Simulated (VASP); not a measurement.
A run of VASP 6.6.1:

The input INCAR:

```
SYSTEM = Zr
PREC = Accurate
ENCUT = 600
EDIFF = 1E-6
ISMEAR = 0
SIGMA = 0.02
LREAL = .False.
LASPH = .True.
NELM = 60
ALGO = Normal
ISIF = 3
LWAVE = .False.
LCHARG = .False.
GGA = PS
IBRION = 2
NSW = 80
EDIFFG = -0.02
```

The input KPOINTS:

```
regular mesh
0
Gamma
  7 7 4
  0 0 0
```

POSCAR

```
Zr
1.0
    3.2320000000      0.0000000000      0.0000000000
   -1.6160000000      2.7989900000      0.0000000000
    0.0000000000      0.0000000000      5.1470000000
Zr
2
Direct
    0.3333333333      0.6666666667      0.2500000000
    0.6666666667      0.3333333333      0.7500000000
```

Potentials or basis: VASP PAW PBE potentials, release 64 (Zr_sv).

Command:

```sh
$ cat potpaw_PBE.64/Zr_sv/POTCAR > POTCAR
$ mpirun -np 1 vasp_std > vasp.out
```

Hardware: 1 thread of AMD EPYC 9R45 (Zen 5), with other jobs on the host.

Question: How long does it take, and how much memory?

Answer: Wall time 30 s on 1 thread of AMD EPYC 9R45 (Zen 5), on a shared host, peak memory 0.16 GiB. Counts: scf iterations 28, k points 24, ion steps 3.
